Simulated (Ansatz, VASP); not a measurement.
**KCl in VASP and in Ansatz**

File INCAR:

```
PREC     = Accurate       # precision mode
ENCUT    = 520            # plane-wave cutoff, eV
EDIFF    = 1E-6           # SCF threshold, eV
ISMEAR   = -1             # smearing method
SIGMA    = 0.02           # smearing width, eV
LREAL    = F              # projectors in reciprocal space
LASPH    = T              # aspherical terms in the spheres
NELM     = 60             # most SCF steps
ALGO     = Normal         # electronic algorithm
ISIF     = 2              # what is computed and relaxed
LWAVE    = F              # write WAVECAR
LCHARG   = F              # write CHGCAR
GGA      = PE             # functional
NBANDS   = 24             # bands
```

Contents of KPOINTS:

```
Automatic mesh
0
Gamma
  6 6 4
```

POSCAR

```
KCl
1.0
    5.4239606102      0.0000000000      0.0000000000
   -2.7119803051      4.6972876775      0.0000000000
    0.0000000000      0.0000000000      6.3327548528
K Cl
2 2
Direct
    0.3333333333      0.6666666667     -0.0625000000
    0.6666666667      0.3333333333      0.4375000000
    0.3333333333      0.6666666667      0.4375000000
    0.6666666667      0.3333333333      0.9375000000
```

Input for Ansatz:

```yaml
crystal:
  lattice:
    - [5.4239606102, 0.0, 0.0]
    - [-2.7119803051, 4.6972876775, 0.0]
    - [0.0, 0.0, 6.3327548528]
  atoms:
    - { symbol: K, position: [0.3333333333, 0.6666666667, -0.0625] }
    - { symbol: K, position: [0.6666666667, 0.3333333333, 0.4375] }
    - { symbol: Cl, position: [0.3333333333, 0.6666666667, 0.4375] }
    - { symbol: Cl, position: [0.6666666667, 0.3333333333, 0.9375] }
kpoints:
  mp_grid: { grid: [6, 6, 4] }
  band_path:
    path:
      - [0.0, 0.0, 0.0]
      - [0.5, 0.0, 0.0]
      - [0.3333333333, 0.3333333333, 0.0]
      - [0.0, 0.0, 0.5]
      - [0.5, 0.0, 0.5]
      - [0.3333333333, 0.3333333333, 0.5]
    npoints: 1
hamiltonian:
  xc: pbe
scf:
  occupations: { method: fermi_dirac, width: 0.02 }
  n_extra_bands: 5
output:
  forces: true
  stress: true
  eigenvalues: true
```

Change from the starting cell: hydrostatic strain +1.5%.

Alike in both runs: task single point; functional PBE; k mesh 6 × 6 × 4; occupations fermi-dirac, width 0.02 eV; no spin polarisation.

|  | VASP | Ansatz |
| --- | --- | --- |
| version | VASP 6.6.1 | Ansatz 0.2.0 |
| potentials or method | VASP PAW PBE potentials, release 64 (K_sv, Cl) | plane waves, PAW |
| plane-wave cutoff (eV) | 520 | 420 |
| valence electrons in the cell | 32 | 32 |

```tsv
	VASP	Ansatz	Ansatz less VASP
gap on the k mesh at the Fermi level (eV)	4.68	4.68	+0.002
pressure (GPa)	-0.1	-0.2	-0.01
```

With one functional, cell and mesh, what is left measures potentials, basis and numerics.
